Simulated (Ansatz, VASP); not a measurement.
One calculation of SiGe3, two programs

POSCAR

```
SiGe3
1.0
    3.9699077043      0.0000000000      0.0000000000
    0.0000000000      3.9699077043      0.0000000000
    0.0000000000      0.0000000000      5.5939547066
Si Ge
1 3
Direct
    0.0000000000      0.0000000000      0.0000000000
    0.0000000000      0.5000000000      0.2442925744
    0.5000000000      0.5000000000      0.5000000000
    0.5000000000      0.0000000000      0.7557074256
```

File INCAR.step1:

```
SYSTEM = SiGe3
  PREC = Accurate
  ENCUT = 520
  ISMEAR = 0
  SIGMA = 0.01
  LREAL = .False.
  LASPH = .True.
  NELM = 100
  NBANDS = 31
  GGA = PE
  ALGO = Normal
  EDIFF = 1E-4
  LWAVE = .True.
  LCHARG = .False.
```

The input INCAR.step2:

```
SYSTEM = SiGe3
  PREC = Accurate
  ENCUT = 520
  EDIFF = 1E-7
  ISMEAR = 0
  SIGMA = 0.01
  LREAL = .False.
  LASPH = .True.
  NELM = 100
  ALGO = Normal
  ISIF = 2
  LWAVE = .False.
  LCHARG = .False.
  METAGGA = R2SCAN
  LMIXTAU = .True.
  NBANDS = 31
  ISTART = 1
```

File KPOINTS:

```
regular mesh
0
Gamma
  6 6 4
  0 0 0
```

Input for Ansatz:

```yaml
crystal:
  lattice:
    - [3.9699077043, 0.0, 0.0]
    - [0.0, 3.9699077043, 0.0]
    - [0.0, 0.0, 5.5939547066]
  atoms:
    - { symbol: Si, position: [0.0, 0.0, 0.0] }
    - { symbol: Ge, position: [0.0, 0.5, 0.2442925744] }
    - { symbol: Ge, position: [0.5, 0.5, 0.5] }
    - { symbol: Ge, position: [0.5, 0.0, 0.7557074256] }
kpoints:
  mp_grid: { grid: [6, 6, 4] }
hamiltonian:
  xc: r2scan
scf:
  occupations: { method: fixed }
  n_extra_bands: 5
output:
  forces: true
  stress: true
  eigenvalues: true
```

Alike in both runs: task single point; functional r2SCAN; k mesh 6 × 6 × 4; no spin polarisation.

```csv
,VASP,Ansatz
version,VASP 6.6.1,Ansatz 0.2.0
potentials or method,"VASP PAW PBE potentials, release 64 (Si, Ge_d)","plane waves, PAW"
plane-wave cutoff (eV),520,500
occupations,"gaussian, width 0.01 eV",fixed
valence electrons in the cell,46,46
```

|  | VASP | Ansatz | Ansatz less VASP |
| --- | --- | --- | --- |
| gap on the k mesh at the Fermi level (eV) | 0.55 | 0.57 | +0.016 |
| pressure (GPa) | 0.0 | 0.0 | -0.02 |
| rms of the force components (eV/Å) | 0.005 | 0.000 | -0.0049 |

VASP's potentials were made for PBE, not for r2SCAN. Atom by atom the forces differ by 0.005 eV/Å (rms over components).
